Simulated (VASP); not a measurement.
# SnO (P4/nmm) in VASP: further runs, part 2 of 3

VASP 6.6.1.

### Step 4. Electric field gradients, PBE (zz strain of -3 %)

The input, INCAR:

```
PREC = Accurate
ENCUT = 520
EDIFF = 1E-8
ISMEAR = -1
SIGMA = 0.01
LREAL = False
LASPH = True
NELM = 80
ALGO = Normal
ISIF = 2
LWAVE = False
LCHARG = False
GGA = PE
LEFG = True
NBANDS = 28
```

The input, KPOINTS:

```
Automatic mesh
0
Gamma
  8 8 6
```

The input, POSCAR:

```
SnO
1.0
    3.8020000000      0.0000000000      0.0000000000
    0.0000000000      3.8020000000      0.0000000000
    0.0000000000      0.0000000000      4.6909200000
Sn O
2 2
Direct
    0.0000000000      0.5000000000      0.2385000000
    0.5000000000      0.0000000000      0.7615000000
    0.0000000000      0.0000000000      0.0000000000
    0.5000000000      0.5000000000      0.0000000000
```

Potentials or basis: VASP PAW PBE potentials, release 64 (Sn_d, O).

The run is started by

```
$ cat potpaw_PBE.64/Sn_d/POTCAR potpaw_PBE.64/O/POTCAR > POTCAR
$ mpirun -np 1 vasp_std > vasp.out
```

OUTCAR:

```text
PREC = Accurate
   ENCUT = 520
   EDIFF = 1E-8
   ISMEAR = -1
   LREAL = False
   LASPH = True
   NELM = 80
   ISIF = 2
   GGA = PE

 ion  position               nearest neighbor table
   1  0.000  0.500  0.239-   3 2.21   4 2.21   3 2.21   4 2.21   2 3.50   2 3.50   2 3.50   2 3.50
                             2 3.64   2 3.64   2 3.64   2 3.64
   2  0.500  0.000  0.761-   3 2.21   4 2.21   4 2.21   3 2.21   1 3.50   1 3.50   1 3.50   1 3.50
                             1 3.64   1 3.64   1 3.64   1 3.64
   3  0.000  0.000  0.000-   1 2.21   2 2.21   1 2.21   2 2.21
   4  0.500  0.500  0.000-   1 2.21   2 2.21   2 2.21   1 2.21

  LATTYP: Found a simple tetragonal cell.
 ALAT       =     3.8020000000
 C/A-ratio  =     1.2338032614

  Lattice vectors:

 A1 = (   3.8020000000,   0.0000000000,   0.0000000000)
 A2 = (   0.0000000000,   3.8020000000,   0.0000000000)
 A3 = (   0.0000000000,   0.0000000000,   4.6909200000)

Analysis of symmetry for initial positions (statically):
=====================================================================
 Subroutine PRICEL returns:
 Original cell was already a primitive cell.

 Routine SETGRP: Setting up the symmetry group for a
 simple tetragonal supercell.

 Subroutine GETGRP returns: Found 16 space group operations
 (whereof  8 operations were pure point group operations)
 out of a pool of 16 trial point group operations.

The static configuration has the point symmetry D_2d.
 The point group associated with its full space group is D_4h.

Analysis of symmetry for dynamics (positions and initial velocities):
=====================================================================
 Subroutine PRICEL returns:
 Original cell was already a primitive cell.

 Routine SETGRP: Setting up the symmetry group for a
 simple tetragonal supercell.

 Subroutine GETGRP returns: Found 16 space group operations
 (whereof  8 operations were pure point group operations)
 out of a pool of 16 trial point group operations.

The dynamic configuration has the point symmetry D_2d.
 The point group associated with its full space group is D_4h.

 Subroutine INISYM returns: Found 16 space group operations
 (whereof  8 operations are pure point group operations),
 and found     1 'primitive' translations

----------------------------------------------------------------------------------------

                                     Primitive cell

  volume of cell :      67.8082

  direct lattice vectors                    reciprocal lattice vectors
     3.802000000  0.000000000  0.000000000     0.263019463  0.000000000  0.000000000
     0.000000000  3.802000000  0.000000000     0.000000000  0.263019463  0.000000000
     0.000000000  0.000000000  4.690920000     0.000000000  0.000000000  0.213177799

  length of vectors
     3.802000000  3.802000000  4.690920000     0.263019463  0.263019463  0.213177799

  position of ions in fractional coordinates (direct lattice)
     0.000000000  0.500000000  0.238500000
     0.500000000  0.000000000  0.761500000
     0.000000000  0.000000000  0.000000000
     0.500000000  0.500000000  0.000000000

[... 88 lines left out ...]
   PSTRESS=    0.0 pullay stress
   NELECT =      40.0000    total number of electrons
   NUPDOWN=      -1.0000    fix difference up-down
   EMIN   =  10.00;   EMAX   =-10.00  energy-range for DOS
   EFERMI =   0.00;   METHOD = LEGACY
   ISMEAR =    -1;   SIGMA  =   0.01  broadening in eV -4-tet -1-fermi 0-gaus
   EFERMI_NEDOS =   21; number of points for ismear=-14 and -15
   IALGO  =     38    algorithm
   IMIX   =      4    mixing-type and parameters
     AMIX     =   0.40;   BMIX     =  1.00
     AMIX_MAG =   1.60;   BMIX_MAG =  1.00
  volume/ion in A,a.u.               =      16.95       114.40
  Fermi-wavevector in a.u.,A,eV,Ry     =   1.372990  2.594575 25.648368  1.885102
  Thomas-Fermi vector in A             =   2.498547
   LORBIT       =      0    0 simple, 1 ext, 2 COOP (PROOUT), +10 PAW based schemes
   GGA     = PE    functional components
[... 5 lines left out ...]
 non-spin polarized calculation
  energy-cutoff  :      520.00
  volume of cell :       67.81
 maximum number of plane-waves:      1842
   NGX = 15   NGY = 15   NGZ = 17

 number of electron      39.9999998 magnetization

 Free energy of the ion-electron system (eV)
  ---------------------------------------------------
  ext. energy  EPLUGINS =         0.00000000
  ---------------------------------------------------
  free energy    TOTEN  =       -22.59573458 eV

  energy without entropy =      -22.59566733  energy(sigma->0) =      -22.59570095

 E-fermi :   7.6075     XC(G=0): -10.4319

 val. band max:        7.5727918293   @ k =   0.1250   0.0000   0.0000
 cond. band min:       7.6322639056   @ k =   0.5000   0.5000   0.0000
 fundamental gap:      0.0594720763
 Fermi energy:         7.6074993658

 k-point     1 :       0.0000    0.0000    0.0000
  band No.  band energies     occupation
      1     -14.5506      2.00000
      2     -14.0474      2.00000
      3     -14.0474      2.00000
      4     -14.0278      2.00000
      5     -13.9903      2.00000
      6     -13.9892      2.00000
[... 733 lines left out ...]
     27      16.2881      0.00000
     28      16.2881      0.00000

 [... further k-points ...]

------------------------ aborting loop because EDIFF is reached ----------------------------------------

  FORCE on cell =-STRESS in cart. coord.  units (eV):
  Direction    XX          YY          ZZ          XY          YZ          ZX
  --------------------------------------------------------------------------------------
  -------------------------------------------------------------------------------------
  Total        3.0702773      3.0702773      3.1169058      0.0000000     -0.0000000      0.0000000
  in kB       72.5447410     72.5447410     73.6464813      0.0000000     -0.0000000      0.0000000
  external PRESSURE =      72.9119877 kB  Pullay stress =       0.0000000 kB

 VOLUME and BASIS-vectors are now :
 -----------------------------------------------------------------------------
  energy-cutoff  :      520.00
  volume of cell :       67.81
      direct lattice vectors                 reciprocal lattice vectors
     3.802000000  0.000000000  0.000000000     0.263019463  0.000000000  0.000000000
     0.000000000  3.802000000  0.000000000     0.000000000  0.263019463  0.000000000
     0.000000000  0.000000000  4.690920000     0.000000000  0.000000000  0.213177799

 POSITION                                       TOTAL-FORCE (eV/Angst)
 -----------------------------------------------------------------------------------
      0.00000      1.90100      1.11878        -0.000000     -0.000000      0.989894
      1.90100      0.00000      3.57214         0.000000      0.000000     -0.989894
      0.00000      0.00000      0.00000        -0.000000      0.000000     -0.000000
      1.90100      1.90100      0.00000        -0.000000      0.000000     -0.000000
 -----------------------------------------------------------------------------------
    total drift:                                0.000000      0.000000      0.000000

  FREE ENERGIE OF THE ION-ELECTRON SYSTEM (eV)
  ---------------------------------------------------
  free  energy   TOTEN  =       -22.5957345783 eV

  energy  without entropy=      -22.5956673252  energy(sigma->0) =      -22.59570095

 Electric field gradients (V/A^2)
---------------------------------------------------------------------
 ion       V_xx      V_yy      V_zz      V_xy      V_xz      V_yz
---------------------------------------------------------------------
   1      81.115    81.115  -162.231    -0.000    -0.000    -0.000
   2      81.115    81.115  -162.231    -0.000     0.000    -0.000
   3       2.844     2.844    -5.689     0.000    -0.000    -0.000
   4       2.844     2.844    -5.689     0.000     0.000    -0.000
---------------------------------------------------------------------

 Electric field gradients after diagonalization (V/A^2)
 (convention: |V_zz| > |V_xx| > |V_yy|)
----------------------------------------------------------------------
 ion       V_xx      V_yy      V_zz     asymmetry (V_yy - V_xx)/ V_zz
----------------------------------------------------------------------
   1      81.115    81.115  -162.231       0.000
   2      81.115    81.115  -162.231       0.000
   3       2.844     2.844    -5.689       0.000
   4       2.844     2.844    -5.689       0.000
----------------------------------------------------------------------

           NMR quadrupolar parameters

 Cq : quadrupolar parameter    Cq=e*Q*V_zz/h
 eta: asymmetry parameters     (V_yy - V_xx)/ V_zz
 Q  : nuclear electric quadrupole moment in mb (millibarn)
----------------------------------------------------------------------
 ion       Cq(MHz)       eta       Q (mb)
----------------------------------------------------------------------
   1      -0.392       0.000       1.000
   2      -0.392       0.000       1.000
   3      -0.014       0.000       1.000
   4      -0.014       0.000       1.000
----------------------------------------------------------------------
```

Run time: 89 s. Hardware: 1 thread of Intel Xeon Platinum 8259CL at 2.50GHz (Skylake/Cascade Lake), shared host; peak memory 0.23 GiB.

Results:

| Item | Value |
| --- | --- |
| Free energy | -22.5957 eV |
| Pressure | 7.3 GPa |
| Largest force | 0.990 eV/Å |
| Band gap on the k mesh | 0.06 eV (least direct gap 1.87 eV) |
| Largest electric field gradient by atom | Sn -162.2; O -5.7 V/Å² |

Forces in eV/Å, atoms in the order of the input:
```
Sn   0.000  0.000  0.990
Sn   0.000  0.000 -0.990
O    0.000  0.000  0.000
O    0.000  0.000  0.000
```

Electric field gradients, principal values (V/Å²):
| atom | least | middle | greatest (by size) |
| --- | --- | --- | --- |
| 1 Sn | 81.115 | 81.115 | -162.231 |
| 2 Sn | 81.115 | 81.115 | -162.231 |
| 3 O | 2.844 | 2.844 | -5.689 |
| 4 O | 2.844 | 2.844 | -5.689 |

Caveat: the cell differs from its parent crystal (zz strain of -3 %); the cell stands under pressure; semilocal functionals underestimate gaps, and a narrow one can read as zero; without QUAD_EFG the Cq values of the log hold for a quadrupole moment of 1 mb, not for the nuclei; spin-orbit coupling is left out, which moves the levels of the heavy elements. A k mesh can miss the band edges.

(Part 2 of 3 ends here.)
